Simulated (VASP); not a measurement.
# BaTiO3 (P4mm) in VASP: single point with PBE

Aim: the single point of BaTiO3 with PBE.

All numbers are computed with VASP 6.6.1; they aren't measurements. Logs are shortened: lines on timing, memory, paths and dates and some standing lists are left out, and cuts for length are marked.

## 1. The cell of the first run

The structure is tetragonal, space group P4mm (No. 99). The conventional cell has a = 3.985 Å, b = 3.985 Å, c = 4.202 Å, α = 90.00°, β = 90.00°, γ = 90.00°. Within 3.7 Å of Ba (site symmetry 4mm) lie 12 O at 2.80 to 2.99 Å and 8 Ti at 3.47 to 3.56 Å. Ti (site symmetry 4mm) has 6 O at 1.81 to 2.39 Å within 2.4 Å. O (site symmetry 4mm) has 2 Ti at 1.81 to 2.39 Å within 2.4 Å. O (site symmetry 2mm) has 2 Ti at 2.00 Å and 4 Ba at 2.80 to 2.99 Å and 8 O at 2.82 to 2.96 Å within 3.0 Å.

## 2. Single point, PBE

INCAR reads:

```
SYSTEM = BaTiO3
ALGO = Normal ; EDIFF = 1E-7
ENCUT = 520 ; GGA = PE
ISIF = 2 ; ISMEAR = 0
LASPH = .TRUE. ; LCHARG = .TRUE.
LELF = .TRUE. ; LREAL = .FALSE.
LVHAR = .TRUE. ; LWAVE = .FALSE.
NBANDS = 28 ; NELM = 100
PREC = Accurate ; SIGMA = 0.02
```

KPOINTS reads:

```
k-points
0
G
  8 8 8
  0 0 0
```

POSCAR reads:

```
BaTiO3
1.0
    3.9853536484      0.0000000000      0.0000000000
    0.0000000000      3.9853536484      0.0000000000
    0.0000000000      0.0000000000      4.2018073103
Ba Ti O
1 1 3
Direct
    0.0000000000      0.0000000000     -0.0136812335
    0.5000000000      0.5000000000      0.4690806651
    0.5000000000      0.5000000000      0.0378497789
    0.5000000000      0.0000000000      0.5173753947
    0.0000000000      0.5000000000      0.5173753947
```

Potentials or basis: VASP PAW PBE potentials, release 64 (Ba_sv, Ti_sv, O).

Started as:

```console
$ cat potpaw_PBE.64/Ba_sv/POTCAR potpaw_PBE.64/Ti_sv/POTCAR potpaw_PBE.64/O/POTCAR > POTCAR
$ mpirun -np 1 vasp_std > vasp.out
```

OUTCAR:

```text
SYSTEM = BaTiO3
   EDIFF = 1E-7
   ENCUT = 520
   GGA = PE
   ISIF = 2
   ISMEAR = 0
   LASPH = .TRUE.
   LREAL = .FALSE.
   NELM = 100
   PREC = Accurate

 ion  position               nearest neighbor table
   1  0.000  0.000  0.986-   4 2.80   5 2.80   5 2.80   4 2.80   3 2.83   3 2.83   3 2.83   3 2.83
                             4 2.99   5 2.99   5 2.99   4 2.99   2 3.47   2 3.47   2 3.47   2 3.47
   2  0.500  0.500  0.469-   3 1.81   4 2.00   5 2.00   4 2.00   5 2.00   3 2.39   1 3.47   1 3.47
                             1 3.47   1 3.47   1 3.56   1 3.56   1 3.56   1 3.56
   3  0.500  0.500  0.038-   2 1.81   2 2.39   1 2.83   1 2.83   1 2.83   1 2.83
   4  0.500  0.000  0.517-   2 2.00   2 2.00   1 2.80   1 2.80   1 2.99   1 2.99
   5  0.000  0.500  0.517-   2 2.00   2 2.00   1 2.80   1 2.80   1 2.99   1 2.99

  LATTYP: Found a simple tetragonal cell.
 ALAT       =     3.9853536484
 C/A-ratio  =     1.0543122847

  Lattice vectors:

 A1 = (   3.9853536484,   0.0000000000,   0.0000000000)
 A2 = (   0.0000000000,   3.9853536484,   0.0000000000)
 A3 = (   0.0000000000,   0.0000000000,   4.2018073103)

Analysis of symmetry for initial positions (statically):
=====================================================================
 Subroutine PRICEL returns:
 Original cell was already a primitive cell.

 Routine SETGRP: Setting up the symmetry group for a
 simple tetragonal supercell.

 Subroutine GETGRP returns: Found  8 space group operations
 (whereof  8 operations were pure point group operations)
 out of a pool of 16 trial point group operations.

The static configuration has the point symmetry C_4v.

Analysis of symmetry for dynamics (positions and initial velocities):
=====================================================================
 Subroutine PRICEL returns:
 Original cell was already a primitive cell.

 Routine SETGRP: Setting up the symmetry group for a
 simple tetragonal supercell.

 Subroutine GETGRP returns: Found  8 space group operations
 (whereof  8 operations were pure point group operations)
 out of a pool of 16 trial point group operations.

The dynamic configuration has the point symmetry C_4v.

 Subroutine INISYM returns: Found  8 space group operations
 (whereof  8 operations are pure point group operations),
 and found     1 'primitive' translations

----------------------------------------------------------------------------------------

                                     Primitive cell

  volume of cell :      66.7375

  direct lattice vectors                    reciprocal lattice vectors
     3.985353648  0.000000000  0.000000000     0.250918761  0.000000000  0.000000000
     0.000000000  3.985353648  0.000000000     0.000000000  0.250918761  0.000000000
     0.000000000  0.000000000  4.201807310     0.000000000  0.000000000  0.237992827

  length of vectors
     3.985353648  3.985353648  4.201807310     0.250918761  0.250918761  0.237992827

  position of ions in fractional coordinates (direct lattice)
     0.000000000  0.000000000  0.986318766
     0.500000000  0.500000000  0.469080665
     0.500000000  0.500000000  0.037849779
     0.500000000  0.000000000  0.517375395
     0.000000000  0.500000000  0.517375395

  ion indices of the primitive-cell ions
   primitive index   ion index
                 1           1
                 2           2
                 3           3
                 4           4
                 5           5

----------------------------------------------------------------------------------------

 KPOINTS: k-points

Automatic generation of k-mesh.
 Grid dimensions read from file:
 generate k-points for:    8    8    8

 Generating k-lattice:

  Cartesian coordinates                     Fractional coordinates (reciprocal lattice)
     0.031364845  0.000000000  0.000000000     0.125000000  0.000000000  0.000000000
     0.000000000  0.031364845  0.000000000     0.000000000  0.125000000  0.000000000
     0.000000000  0.000000000  0.029749103     0.000000000  0.000000000  0.125000000

  Length of vectors
     0.031364845  0.031364845  0.029749103

  Shift w.r.t. Gamma in fractional coordinates (k-lattice)
     0.000000000  0.000000000  0.000000000

 Subroutine IBZKPT returns following result:
 ===========================================

 Found     75 irreducible k-points:

 Following reciprocal coordinates:
            Coordinates               Weight
  0.000000  0.000000  0.000000      1.000000
  0.125000  0.000000  0.000000      4.000000
  0.250000  0.000000  0.000000      4.000000
  0.375000  0.000000  0.000000      4.000000
  0.500000  0.000000  0.000000      2.000000
  0.125000  0.125000  0.000000      4.000000
[... 16 lines left out ...]
  0.375000  0.125000  0.125000     16.000000
  0.500000  0.125000  0.125000      8.000000
 [... further k-points ...]
   k-points           NKPTS =     75   k-points in BZ     NKDIM =     75   number of bands    NBANDS=     28
   number of dos      NEDOS =    301   number of ions     NIONS =      5
   total plane-waves  NPLWV =  28800
   dimension x,y,z NGX =    30 NGY =   30 NGZ =   32
   dimension x,y,z NGXF=    60 NGYF=   60 NGZF=   64
   ions per type =               1   1   3
   NGX,Y,Z   is equivalent  to a cutoff of  12.51, 12.51, 12.66 a.u.
   NGXF,Y,Z  is equivalent  to a cutoff of  25.03, 25.03, 25.32 a.u.
 SYSTEM =  BaTiO3
   PREC   = accura    normal or accurate (medium, high low for compatibility)
   ISTART =      0    job   : 0-new  1-cont  2-samecut
   ICHARG =      2    charge: 1-file 2-atom 10-const
   ISPIN  =      1    spin polarized calculation?
   LNONCOLLINEAR =      F non collinear calculations
   LSORBIT =      F    spin-orbit coupling
   LASPH  =      T    aspherical Exc in radial PAW
   ENCUT  =  520.0 eV  38.22 Ry    6.18 a.u.   7.41  7.41  7.81*2*pi/ulx,y,z
   NELM   =    100;   NELMIN=  2; NELMDL= -5     # of ELM steps
   EDIFF  = 0.1E-06   stopping-criterion for ELM
   LREAL  =      F    real-space projection
   EDIFFG = 0.1E-05   stopping-criterion for IOM
   NSW    =      0    number of steps for IOM
   IBRION =     -1    ionic relax: 0-MD 1-quasi-New 2-CG
   NFREE  =      0    steps in history (QN), initial steepest desc. (CG)
   ISIF   =      2    stress and relaxation
   ISYM   =      2    0-nonsym 1-usesym 2-fastsym
   POTIM  = 0.5000    time-step for ionic-motion
   TEBEG  =    0.0;   TEEND  =   0.0 temperature during run
   PSTRESS=    0.0 pullay stress
   NELECT =      40.0000    total number of electrons
   NUPDOWN=      -1.0000    fix difference up-down
   EMIN   =  10.00;   EMAX   =-10.00  energy-range for DOS
   EFERMI =   0.00;   METHOD = LEGACY
   ISMEAR =     0;   SIGMA  =   0.02  broadening in eV -4-tet -1-fermi 0-gaus
   EFERMI_NEDOS =   21; number of points for ismear=-14 and -15
   IALGO  =     38    algorithm
   IMIX   =      4    mixing-type and parameters
     AMIX     =   0.40;   BMIX     =  1.00
     AMIX_MAG =   1.60;   BMIX_MAG =  1.00
  volume/ion in A,a.u.               =      13.35        90.07
  Fermi-wavevector in a.u.,A,eV,Ry     =   1.380294  2.608377 25.921969  1.905211
  Thomas-Fermi vector in A             =   2.505184
   LORBIT       =      0    0 simple, 1 ext, 2 COOP (PROOUT), +10 PAW based schemes
   GGA     = PE    functional components
   LHFCALC =     F    Hartree Fock is set to
   AEXX    =    0.0000 exact exchange contribution
   IVDW    =     0    specifies the selected vdW correction
   LEPSILON=     F    determine dielectric tensor
   LRPA    =     F    only Hartree local field effects (RPA)
 non-spin polarized calculation
 Gauss-broadening in eV      SIGMA  =   0.02
  energy-cutoff  :      520.00
  volume of cell :       66.74
 maximum number of plane-waves:      1824
 NGX is ok and might be reduce to    30
   NGX = 15   NGY = 15   NGZ = 15

 number of electron      39.9999982 magnetization

 Free energy of the ion-electron system (eV)
  ---------------------------------------------------
  ext. energy  EPLUGINS =         0.00000000
  ---------------------------------------------------
  free energy    TOTEN  =       -40.04034997 eV

  energy without entropy =      -40.04034997  energy(sigma->0) =      -40.04034997

 E-fermi :   3.8369     XC(G=0): -11.0229

 val. band max:        3.7465648221   @ k =   0.5000   0.5000   0.5000
 cond. band min:       5.5351441278   @ k =   0.0000   0.0000   0.0000
 fundamental gap:      1.7885793057
 Fermi energy:         3.8368635222

 k-point     1 :       0.0000    0.0000    0.0000
  band No.  band energies     occupation
      1     -52.9047      2.00000
      2     -29.2411      2.00000
      3     -29.1020      2.00000
      4     -29.1020      2.00000
      5     -21.4450      2.00000
      6     -13.2704      2.00000
[... 20 lines left out ...]
     27       8.8218      0.00000
     28      10.4005      0.00000

 k-point     2 :       0.1250    0.0000    0.0000
  band No.  band energies     occupation
      1     -52.9045      2.00000
      2     -29.2408      2.00000
      3     -29.1098      2.00000
      4     -29.1017      2.00000
      5     -21.4293      2.00000
      6     -13.2748      2.00000
[... 20 lines left out ...]
     27       9.1102      0.00000
     28      10.7763      0.00000

 k-point     3 :       0.2500    0.0000    0.0000
  band No.  band energies     occupation
      1     -52.9041      2.00000
      2     -29.2400      2.00000
      3     -29.1288      2.00000
      4     -29.1010      2.00000
      5     -21.3909      2.00000
      6     -13.3260      2.00000
[... 20 lines left out ...]
     27       9.8187      0.00000
     28      11.7250      0.00000

 k-point     4 :       0.3750    0.0000    0.0000
  band No.  band energies     occupation
      1     -52.9038      2.00000
      2     -29.2392      2.00000
      3     -29.1476      2.00000
      4     -29.1002      2.00000
      5     -21.3519      2.00000
      6     -13.4153      2.00000
[... 578 lines left out ...]
     27      10.1616      0.00000
     28      11.5196      0.00000

 k-point    23 :       0.3750    0.1250    0.1250
  band No.  band energies     occupation
      1     -52.9035      2.00000
      2     -29.2430      2.00000
      3     -29.1469      2.00000
      4     -29.1078      2.00000
      5     -21.3338      2.00000
      6     -13.3067      2.00000
[... 20 lines left out ...]
     27      10.9519      0.00000
     28      11.9148      0.00000

 k-point    24 :       0.5000    0.1250    0.1250
  band No.  band energies     occupation
      1     -52.9034      2.00000
      2     -29.2426      2.00000
      3     -29.1546      2.00000
      4     -29.1075      2.00000
      5     -21.3188      2.00000
      6     -13.3366      2.00000
[... 20 lines left out ...]
     27      11.3149      0.00000
     28      12.1092      0.00000

 [... further k-points ...]

------------------------ aborting loop because EDIFF is reached ----------------------------------------

  FORCE on cell =-STRESS in cart. coord.  units (eV):
  Direction    XX          YY          ZZ          XY          YZ          ZX
  --------------------------------------------------------------------------------------
  -------------------------------------------------------------------------------------
  Total        0.6503788      0.6503788      0.6750177      0.0000000      0.0000000      0.0000000
  in kB       15.6137455     15.6137455     16.2052550      0.0000000      0.0000000      0.0000000
  external PRESSURE =      15.8109154 kB  Pullay stress =       0.0000000 kB

 VOLUME and BASIS-vectors are now :
 -----------------------------------------------------------------------------
  energy-cutoff  :      520.00
  volume of cell :       66.74
      direct lattice vectors                 reciprocal lattice vectors
     3.985353648  0.000000000  0.000000000     0.250918761  0.000000000  0.000000000
     0.000000000  3.985353648  0.000000000     0.000000000  0.250918761  0.000000000
     0.000000000  0.000000000  4.201807310     0.000000000  0.000000000  0.237992827

 POSITION                                       TOTAL-FORCE (eV/Angst)
 -----------------------------------------------------------------------------------
      0.00000      0.00000      4.14432        -0.000000      0.000000      0.048061
      1.99268      1.99268      1.97099        -0.000000     -0.000000      0.082693
      1.99268      1.99268      0.15904        -0.000000     -0.000000     -0.081108
      1.99268      0.00000      2.17391        -0.000000      0.000000     -0.024823
      0.00000      1.99268      2.17391         0.000000      0.000000     -0.024823
 -----------------------------------------------------------------------------------
    total drift:                                0.000000      0.000000     -0.000034

  FREE ENERGIE OF THE ION-ELECTRON SYSTEM (eV)
  ---------------------------------------------------
  free  energy   TOTEN  =       -40.0403499737 eV

  energy  without entropy=      -40.0403499737  energy(sigma->0) =      -40.04034997
```

Wall time 3.3 min (1 thread of Intel Xeon 8259CL, shared host); peak memory 0.28 GiB.

What came out:

| Quantity | Value |
| --- | --- |
| Free energy | -40.0403 eV |
| Pressure | 1.6 GPa |
| Largest force | 0.083 eV/Å |
| Band gap on the k mesh | 1.79 eV (least direct gap 2.36 eV) |

Forces in eV/Å, atoms in the order of the input:
```
Ba   0.000  0.000  0.048
Ti   0.000  0.000  0.083
O    0.000  0.000 -0.081
O    0.000  0.000 -0.025
O    0.000  0.000 -0.025
```

Levels at points of the mesh, in eV from the valence-band top:
```csv
k point,band 16,band 17,band 18,band 19,band 20,band 21,band 22,band 23,band 24,band 25
"(0.00, 0.00, 0.00)",-1.74,-1.33,-0.94,-0.57,-0.57,1.79,2.44,2.44,4.00,4.21
"(0.50, 0.00, 0.00)",-1.99,-1.97,-1.72,-1.59,-1.35,2.51,3.42,3.52,4.08,5.47
"(0.50, 0.50, 0.00)",-2.99,-2.04,-1.17,-1.17,-0.06,3.56,3.56,3.90,4.08,7.42
"(0.00, 0.00, 0.50)",-2.18,-2.07,-2.00,-0.74,-0.74,1.91,3.43,3.43,4.01,5.83
"(0.50, 0.00, 0.50)",-2.62,-1.86,-1.18,-1.09,-0.53,3.45,3.47,3.70,4.77,7.01
"(0.50, 0.50, 0.50)",-2.64,-2.64,-0.46,-0.46,0.00,3.95,3.95,4.06,5.93,6.35
```

Caveat: spin-orbit coupling is left out, which moves the levels of the heavy elements. A k mesh can miss the band edges.
